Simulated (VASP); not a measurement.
# CrO2 (P4_2/mnm) in VASP: notebook, part 2 of 2

VASP 6.6.1. The steps go on from the part before.

### 3 Relaxation of cell and atoms, PBE, collinear spin, ferromagnetic start

This run uses another cell than the first one, of 9.50 Å³/atom.

Input file INCAR:

```
SYSTEM = CrO2
ALGO = Normal ; EDIFF = 1E-6
EDIFFG = -0.03 ; ENCUT = 600
GGA = PE ; IBRION = 2
ISIF = 3 ; ISMEAR = 0
ISPIN = 2 ; LASPH = .TRUE.
LCHARG = .FALSE. ; LMAXMIX = 4
LORBIT = 11 ; LREAL = .FALSE.
LWAVE = .FALSE. ; MAGMOM = 2 2 0 0 0 0
NELM = 150 ; NSW = 80
PREC = Accurate ; SIGMA = 0.05
```

Input file KPOINTS:

```
k-points
0
G
  4 4 6
  0 0 0
```

Input file POSCAR:

```
CrO2
1.0
    4.4210000000      0.0000000000      0.0000000000
    0.0000000000      4.4210000000      0.0000000000
    0.0000000000      0.0000000000      2.9170000000
Cr O
2 4
Direct
    0.0000000000      0.0000000000      0.0000000000
    0.5000000000      0.5000000000      0.5000000000
    0.3010000000      0.3010000000      0.0000000000
    0.1990000000      0.8010000000      0.5000000000
    0.6990000000      0.6990000000      0.0000000000
    0.8010000000      0.1990000000      0.5000000000
```

Potentials or basis: VASP PAW PBE potentials, release 64 (Cr_pv, O).

Started as:

```console
$ cat potpaw_PBE.64/Cr_pv/POTCAR potpaw_PBE.64/O/POTCAR > POTCAR
$ mpirun -np 1 vasp_std > vasp.out
```

OUTCAR:

```text
SYSTEM = CrO2
   EDIFF = 1E-6
   EDIFFG = -0.03
   ENCUT = 600
   GGA = PE
   IBRION = 2
   ISIF = 3
   ISMEAR = 0
   ISPIN = 2
   LASPH = .TRUE.
   LORBIT = 11
   LREAL = .FALSE.
   NELM = 150
   NSW = 80
   PREC = Accurate

 ion  position               nearest neighbor table
   1  0.000  0.000  0.000-   3 1.88   5 1.88   4 1.92   6 1.92   4 1.92   6 1.92
   2  0.500  0.500  0.500-   4 1.88   6 1.88   5 1.92   3 1.92   3 1.92   5 1.92
   3  0.301  0.301  0.000-   1 1.88   2 1.92   2 1.92
   4  0.199  0.801  0.500-   2 1.88   1 1.92   1 1.92
   5  0.699  0.699  0.000-   1 1.88   2 1.92   2 1.92
   6  0.801  0.199  0.500-   2 1.88   1 1.92   1 1.92

  LATTYP: Found a simple tetragonal cell.
 ALAT       =     4.4210000000
 C/A-ratio  =     0.6598054739

  Lattice vectors:

 A1 = (   4.4210000000,   0.0000000000,   0.0000000000)
 A2 = (   0.0000000000,   4.4210000000,   0.0000000000)
 A3 = (   0.0000000000,   0.0000000000,   2.9170000000)

Analysis of symmetry for initial positions (statically):
=====================================================================
 Subroutine PRICEL returns:
 Original cell was already a primitive cell.

 Routine SETGRP: Setting up the symmetry group for a
 simple tetragonal supercell.

 Subroutine GETGRP returns: Found 16 space group operations
 (whereof  8 operations were pure point group operations)
 out of a pool of 16 trial point group operations.

The static configuration has the point symmetry D_2h.
 The point group associated with its full space group is D_4h.

Analysis of symmetry for dynamics (positions and initial velocities):
=====================================================================
 Subroutine PRICEL returns:
 Original cell was already a primitive cell.

 Routine SETGRP: Setting up the symmetry group for a
 simple tetragonal supercell.

 Subroutine GETGRP returns: Found 16 space group operations
 (whereof  8 operations were pure point group operations)
 out of a pool of 16 trial point group operations.

The dynamic configuration has the point symmetry D_2h.
[... 163 lines left out ...]

 number of electron      48.0000028 magnetization       3.9998184

 Free energy of the ion-electron system (eV)
  ---------------------------------------------------
  ext. energy  EPLUGINS =         0.00000000
  ---------------------------------------------------
  free energy    TOTEN  =       -50.33948298 eV

  energy without entropy =      -50.33646363  energy(sigma->0) =      -50.33797331

------------------------ aborting loop because EDIFF is reached ----------------------------------------

  FORCE on cell =-STRESS in cart. coord.  units (eV):
  Direction    XX          YY          ZZ          XY          YZ          ZX
  --------------------------------------------------------------------------------------
  -------------------------------------------------------------------------------------
  Total        1.0879038      1.0879038      0.7339467      0.0000000      0.0000000      0.0000000
  in kB       30.5719849     30.5719849     20.6251744      0.0000000      0.0000000      0.0000000
  external PRESSURE =      27.2563814 kB  Pullay stress =       0.0000000 kB
[... 147 lines left out ...]
--------------------------------------- Ionic step        5  -------------------------------------------

 number of electron      48.0000004 magnetization       4.0000007

 Free energy of the ion-electron system (eV)
  ---------------------------------------------------
  ext. energy  EPLUGINS =         0.00000000
  ---------------------------------------------------
  free energy    TOTEN  =       -50.35544687 eV

  energy without entropy =      -50.35311923  energy(sigma->0) =      -50.35428305

 E-fermi :   5.4736     XC(G=0): -11.8274

 val. band max:        5.4631192617   @ k =   0.2500   0.0000   0.3333
 cond. band min:       5.5626933769   @ k =   0.2500   0.2500   0.3333
 fundamental gap:      0.0995741152
 Fermi energy:         5.4736060464

 spin component 1

 k-point     1 :       0.0000    0.0000    0.0000
  band No.  band energies     occupation
      1     -39.4298      1.00000
      2     -39.4298      1.00000
      3     -39.3060      1.00000
      4     -39.3060      1.00000
      5     -39.2291      1.00000
      6     -39.2160      1.00000
[... 781 lines left out ...]
     29       8.4192      0.00000
     30       8.4192      0.00000
 Fermi energy:         5.4736060464

 spin component 2

 k-point     1 :       0.0000    0.0000    0.0000
  band No.  band energies     occupation
      1     -37.4024      1.00000
      2     -37.4024      1.00000
      3     -37.0572      1.00000
      4     -37.0572      1.00000
      5     -36.8595      1.00000
      6     -36.8439      1.00000
[... 814 lines left out ...]
  FREE ENERGIE OF THE ION-ELECTRON SYSTEM (eV)
  ---------------------------------------------------
  free  energy   TOTEN  =       -50.3554468718 eV

  energy  without entropy=      -50.3531192327  energy(sigma->0) =      -50.35428305

 reached required accuracy - stopping structural energy minimisation

 total charge

# of ion       s       p       d       tot
------------------------------------------
    1        0.361   6.453   4.012  10.827
    2        0.361   6.453   4.012  10.827
    3        1.568   3.459   0.000   5.027
    4        1.568   3.459   0.000   5.027
    5        1.568   3.459   0.000   5.027
    6        1.568   3.459   0.000   5.027
--------------------------------------------------
tot          6.996  26.740   8.025  41.761

 magnetization (x)

# of ion       s       p       d       tot
------------------------------------------
    1        0.024   0.031   2.051   2.107
    2        0.024   0.031   2.051   2.107
    3       -0.003  -0.075   0.000  -0.078
    4       -0.003  -0.075   0.000  -0.078
    5       -0.003  -0.075   0.000  -0.078
    6       -0.003  -0.075   0.000  -0.078
--------------------------------------------------
tot          0.038  -0.238   4.102   3.901
```

OSZICAR:

```text
N       E                     dE             d eps       ncg     rms          rms(c)
DAV:   1     0.653587261832E+03    0.65359E+03   -0.29285E+04  2880   0.200E+03
DAV:   2     0.137854963493E+02   -0.63980E+03   -0.60235E+03  3134   0.556E+02
[... 45 lines left out ...]
       N       E                     dE             d eps       ncg     rms          rms(c)
DAV:   1    -0.503556038960E+02   -0.35528E-03   -0.92894E-02  2880   0.216E+00    0.200E-01
DAV:   2    -0.503555764477E+02    0.27448E-04   -0.32019E-03  3372   0.530E-01    0.124E-01
DAV:   3    -0.503554951102E+02    0.81338E-04   -0.56383E-04  3600   0.228E-01    0.843E-02
DAV:   4    -0.503554484672E+02    0.46643E-04   -0.17576E-04  3412   0.134E-01    0.239E-02
DAV:   5    -0.503554472175E+02    0.12497E-05   -0.18812E-05  3670   0.335E-02    0.143E-02
DAV:   6    -0.503554468718E+02    0.34571E-06   -0.82174E-07  1744   0.761E-03
   5 F= -.50355447E+02 E0= -.50354283E+02  d E =-.250680E-02  mag=     4.0000
```

CONTCAR:

```text
CrO2
   1.00000000000000
     4.4476423381014687    0.0000000000000000    0.0000000000000000
     0.0000000000000000    4.4476423381014687    0.0000000000000000
     0.0000000000000000    0.0000000000000000    2.9225883102433596
  Cr              O
     2     4
Direct
     0.0000000000000000    1.0000000000000000    0.0000000000000000
     0.5000000000000000    0.5000000000000000    0.5000000000000000
     0.3035550137469499    0.3035550137469499    0.0000000000000000
     0.1964449862530501    0.8035550137469499    0.5000000000000000
     0.6964449862530501    0.6964449862530501    0.0000000000000000
     0.8035550137469499    0.1964449862530501    0.5000000000000000

  0.00000000E+00  0.00000000E+00  0.00000000E+00
  0.00000000E+00  0.00000000E+00  0.00000000E+00
  0.00000000E+00  0.00000000E+00  0.00000000E+00
  0.00000000E+00  0.00000000E+00  0.00000000E+00
  0.00000000E+00  0.00000000E+00  0.00000000E+00
  0.00000000E+00  0.00000000E+00  0.00000000E+00
```

Run time: 2.1 min. Hardware: 1 thread of AMD EPYC 9R45 (Zen 5), shared host; peak memory 0.21 GiB.

Results:

```yaml
Free_energy: -50.3554 eV
Relaxed_volume: 9.64 Å³/atom
Relaxed_cell: a = 4.448 Å, b = 4.448 Å, c = 2.923 Å, α = 90.00°, β = 90.00°, γ = 90.00°
Space_group_after_relaxing_to_0.1_Å: P4_2/mnm (No. 136)
Energy_gained_by_relaxing: 2.7 meV/atom
Ionic_steps: 5
Pressure_after_relaxing: 0.0 GPa
Band_gap_on_the_k_mesh: zero (filled and empty bands overlap)
Net_moment: 4.00 μB per cell
Site_moments: Cr +2.11; O -0.08 μB
Valence_electrons_inside_the_program's_atomic_spheres: Cr 10.83; O 5.03
```

Forces on the atoms (eV/Å):
```
Cr   0.000  0.000  0.000
Cr   0.000  0.000  0.000
O    0.002  0.002  0.000
O   -0.002  0.002  0.000
O   -0.002 -0.002  0.000
O    0.002 -0.002  0.000
```

The path:
```tsv
step	energy change (eV)	largest force (eV/Å)	pressure (GPa)	volume (Å³)
1	0.0000	0.2713	2.73	57.01
2	-0.0113	0.0885	-2.32	58.36
3	-0.0135	0.1369	-0.92	57.97
4	-0.0158	0.0368	0.35	57.77
5	-0.0160	0.0025	-0.01	57.81
```

Final structure:
```yaml
crystal:
  lattice:
    - [4.44764, 0.00000, 0.00000]
    - [0.00000, 4.44764, 0.00000]
    - [0.00000, 0.00000, 2.92259]
  atoms:
    - { symbol: Cr, position: [0.00000, 0.00000, 0.00000] }
    - { symbol: Cr, position: [0.50000, 0.50000, 0.50000] }
    - { symbol: O, position: [0.30356, 0.30356, 0.00000] }
    - { symbol: O, position: [0.19645, 0.80355, 0.50000] }
    - { symbol: O, position: [0.69644, 0.69644, 0.00000] }
    - { symbol: O, position: [0.80355, 0.19645, 0.50000] }
```

Caveat: semilocal functionals often make such compounds metallic where correlation or magnetic order opens a gap, which also shifts bond lengths; only a ferromagnetic start was run, and an antiferromagnetic order may lie lower in energy. PBE usually gives volumes a little too large and moduli too small.
